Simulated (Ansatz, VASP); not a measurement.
## MoW2C4 in VASP and in Ansatz

```
Mo W C
1.0
     2.78914    0.00000    0.00000
    -1.39457    2.41546    0.00000
     0.00000    0.00000   10.63544
Mo W C
1 2 4
Direct
  0.00000 0.00000 0.00000
  0.00000 0.00000 0.26816
  0.00000 0.00000 0.73184
  0.33333 0.66667 0.50000
  0.66667 0.33333 0.50000
  0.33333 0.66667 0.13764
  0.33333 0.66667 0.86236
```

Alike in both runs: functional PBE; k mesh 6 × 6 × 2; occupations gaussian, width 0.2 eV; no spin polarisation.

Ansatz relaxed the structure, and its values are those at the end. VASP's run is a single point on that final structure, the one shown.

|  | VASP | Ansatz |
| --- | --- | --- |
| version | VASP 6.6.1 | Ansatz 0.2.0 |
| potentials or method | VASP PAW PBE potentials, release 64 (Mo_sv, W_sv, C), cutoff 600 eV | scalar-relativistic, plane waves, PAW |
| valence electrons in the cell | 58 | 58 |

|  | VASP | Ansatz | Ansatz less VASP |
| --- | --- | --- | --- |
| gap on the k mesh at the Fermi level (eV) | none | none | - |
| pressure (GPa) | 0.5 | -0.1 | -0.62 |
| rms of the force components (eV/Å) | 0.029 | 0.011 | -0.0179 |

A gap of «none» marks a metal or a gap that the smearing closes. The functional is the same, so the differences come from potentials, cutoffs and numerics.

The k mesh is coarse, so the values compare programs but aren't converged. Neither program's run includes spin-orbit coupling.
